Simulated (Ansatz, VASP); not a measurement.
## Two plane-wave programs on SiNi

```
CELL_PARAMETERS angstrom
4.50369 0.00000 0.00000
0.00000 4.50369 0.00000
0.00000 0.00000 4.50369
ATOMIC_POSITIONS crystal
Ni 0.14950 0.14950 0.14950
Ni 0.64950 0.35050 0.85050
Ni 0.85050 0.64950 0.35050
Ni 0.35050 0.85050 0.64950
Si 0.84683 0.84683 0.84683
Si 0.34683 0.65317 0.15317
Si 0.15317 0.34683 0.65317
Si 0.65317 0.15317 0.34683
```

Alike in both runs: functional PBEsol; k mesh 6 × 6 × 6; occupations fermi-dirac, width 0.05 eV; collinear spin; Hubbard terms Ni d U = 4.0 eV.

|  | VASP | Ansatz |
| --- | --- | --- |
| version | VASP 6.6.1 | Ansatz 0.2.0 |
| potentials or method | VASP PAW PBE potentials, release 64 (Ni, Si) | Ansatz PAW |
| plane-wave cutoff (eV) | 520 | 420 |
| valence electrons in the cell | 56 | 88 |
| task | single point | band structure |

Ansatz gave:

| Item | Value |
| --- | --- |
| gap on the k mesh at the Fermi level (eV) | none |
| pressure (GPa) | -5.6 |
| rms of the force components (eV/Å) | 0.041 |
| net moment per atom (μB) | 0.00 |

Problem. Which values does VASP return?

Solution. gap on the k mesh at the Fermi level (eV): none; pressure (GPa): -11.4; rms of the force components (eV/Å): 0.064; net moment per atom (μB): 0.00.

VASP's potentials were made for PBE, not for PBEsol. The programs project onto different local orbitals, so the same U acts differently, and such runs can settle in different states. Atom by atom the forces differ by 0.028 eV/Å (rms over components). A gap of «none» marks a metal or a gap that the smearing closes. VASP's potentials hold 56 valence electrons a cell and Ansatz's 88, so a difference there can come from the potentials and not from the codes.

Noted on Ansatz's run: the magnetic or orbital state may not be the lowest.
